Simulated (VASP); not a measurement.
YbSe2, 3 atoms in the cell. It takes space group Fm-3m (No. 225, cubic). The conventional cell has a = 6.590 Å, b = 6.590 Å, c = 6.590 Å, α = 90.00°, β = 90.00°, γ = 90.00°. Yb (site symmetry m-3m) has 8 Se at 2.85 Å within 3.8 Å. Within 3.8 Å of Se (site symmetry -43m) lie 4 Yb at 2.85 Å and 6 Se at 3.30 Å. 

```yaml
Program: VASP 6.6.1
Task: single point
Functional: PBEsol
Potentials_or_basis: VASP PAW PBE potentials, release 64 (Yb, Se)
Cutoff: 520 eV
k_mesh: 8 × 8 × 8
Occupations: gaussian, width 0.05 eV
Spin: collinear spin
Starting_moments: "[0.05, 0.0, 0.0] μB"
Dipole_correction: no
Further_INCAR_settings: ALGO = Normal; EDIFF = 1e-06; NBANDS = 29
```

Potentials or basis: VASP PAW PBE potentials, release 64 (Yb, Se).

Launch:

```sh
$ cat potpaw_PBE.64/Yb/POTCAR potpaw_PBE.64/Se/POTCAR > POTCAR
$ mpirun -np 1 vasp_std > vasp.out
```

Hardware: 1 thread of Intel(R) Xeon(R) 6975P-C (Granite Rapids), with other jobs on the host.

**Question.** How long does it take, and how much memory?

**Answer.** Run time: 2.4 min on 1 thread of Intel(R) Xeon(R) 6975P-C (Granite Rapids), on a shared host, peak memory 0.3 GiB. Counts: scf iterations 33, k points 29.
